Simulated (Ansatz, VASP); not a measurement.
# HfO2 in VASP and in Ansatz

The input INCAR:

```
SYSTEM = HfO2
PREC = Accurate ; ENCUT = 520
EDIFF = 1E-6 ; ISMEAR = 0
SIGMA = 0.05 ; LREAL = .FALSE.
LASPH = .TRUE. ; NELM = 80
ALGO = Normal ; ISIF = 2
LWAVE = .FALSE. ; LCHARG = .FALSE.
GGA = PE ; NBANDS = 31
```

Contents of KPOINTS:

```
regular mesh
0
G
  6 6 8
  0 0 0
```

Contents of POSCAR:

```
HfO2
1.0
    5.0032454367      0.0000000000      0.0000000000
    0.0000000000      5.0032454367      0.0000000000
    0.0000000000      0.0000000000      3.3188368560
Hf O
2 4
Direct
    0.0000000000      0.0000000000     -0.0417864770
    0.5000000000      0.5000000000      0.5417864770
    0.1948161092      0.8051838908      0.4865900157
    0.3051838908      0.3051838908      0.0134099843
    0.6948161092      0.6948161092      0.0134099843
    0.8051838908      0.1948161092      0.4865900157
```

Input for Ansatz:

```yaml
crystal:
  lattice:
    - [5.0032454367, 0.0, 0.0]
    - [0.0, 5.0032454367, 0.0]
    - [0.0, 0.0, 3.318836856]
  atoms:
    - { symbol: Hf, position: [0.0, 0.0, -0.041786477] }
    - { symbol: Hf, position: [0.5, 0.5, 0.541786477] }
    - { symbol: O, position: [0.1948161092, 0.8051838908, 0.4865900157] }
    - { symbol: O, position: [0.3051838908, 0.3051838908, 0.0134099843] }
    - { symbol: O, position: [0.6948161092, 0.6948161092, 0.0134099843] }
    - { symbol: O, position: [0.8051838908, 0.1948161092, 0.4865900157] }
basis:
  ecutwfc: 520.0
kpoints:
  mp_grid: { grid: [6, 6, 8] }
hamiltonian:
  xc: pbe
  pseudopotentials: { kind: paw, azcp: { folder: soft_1 } }
scf:
  occupations: { method: gaussian, width: 0.05 }
output:
  forces: true
  stress: true
  eigenvalues: true
```

Change from the starting cell: mode 4 frozen in at -0.135 Å, equal normal strain along x, y and z +0.0250.

Alike in both runs: task single point; functional PBE; k mesh 6 × 6 × 8; occupations gaussian, width 0.05 eV; no spin polarisation.

|  | VASP | Ansatz |
| --- | --- | --- |
| version | VASP 6.6.1 | Ansatz 0.2.0 |
| potentials or method | VASP PAW PBE potentials, release 64 (Hf_pv, O), cutoff 520 eV | scalar-relativistic, plane waves, PAW |
| valence electrons in the cell | 44 | 76 |

```csv
,VASP,Ansatz,Ansatz less VASP
gap on the k mesh at the Fermi level (eV),3.66,3.72,+0.060
least direct gap on the mesh (eV),3.66,3.72,+0.060
pressure (GPa),-15.3,-13.0,+2.36
"traceless stress, the component that is largest in VASP (GPa)",-2.54,-2.09,+0.449
rms of the force components (eV/Å),0.209,0.197,-0.0124
```

Atom by atom the forces differ by 0.029 eV/Å (rms over components). The functional is the same, so the differences come from potentials, cutoffs and numerics. VASP's potentials hold 44 valence electrons a cell and Ansatz's 76, so a difference there can come from the potentials and not from the codes.

Neither program's run includes spin-orbit coupling.
